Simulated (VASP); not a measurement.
Set up this calculation in VASP 6.6.1, as the native input.

* Task: single point
* Functional: PBEsol
* Potentials or basis: VASP PAW PBE potentials, release 64 (K_sv, Cl)
* Cutoff: 500 eV
* k mesh: 6 × 6 × 6
* Occupations: gaussian, width 0.02 eV
* Spin: no spin polarisation
* Dipole correction: no
* Further INCAR settings: ALGO = Normal; EDIFF = 1e-06; NBANDS = 15

The structure of KCl lies in POSCAR:

```
KCl
1.0
    0.0000000000      3.1973954157      3.1973954157
    3.1973954157      0.0000000000      3.1973954157
    3.1973954157      3.1973954157      0.0000000000
K Cl
1 1
Direct
    0.0000000000      0.0000000000      0.0000000000
    0.5000000000      0.5000000000      0.5000000000
```

This cell differs from its parent crystal: Rb replaced by K, lengths x 0.968, strained.

The input as run:

INCAR

```
SYSTEM = KCl
ALGO = Normal ; EDIFF = 1E-6
ENCUT = 500 ; GGA = PS
GGA_COMPAT = .FALSE. ; ISIF = 2
ISMEAR = 0 ; LASPH = .TRUE.
LCHARG = .FALSE. ; LREAL = .FALSE.
LWAVE = .FALSE. ; NBANDS = 15
NELM = 120 ; PREC = Accurate
SIGMA = 0.02
```

KPOINTS

```
k-points
0
G
  6 6 6
  0 0 0
```

Potentials or basis: VASP PAW PBE potentials, release 64 (K_sv, Cl).

The run is started by

```sh
$ cat potpaw_PBE.64/K_sv/POTCAR potpaw_PBE.64/Cl/POTCAR > POTCAR
$ mpirun -np 1 vasp_std > vasp.out
```

It gave:

The pressure is -1.1 GPa. The band gap on the k mesh is 4.88 eV, direct.

Caveat: the cell differs from its parent crystal (Rb replaced by K, lengths x 0.968, strained); the PAW data sets were made with another functional, which shifts forces and pressure a little.

Run time: 20 s on 1 thread of Intel(R) Xeon(R) Platinum 8375C CPU @ 2.90GHz (Ice Lake), with other jobs on the host, peak memory 0.2 GiB.
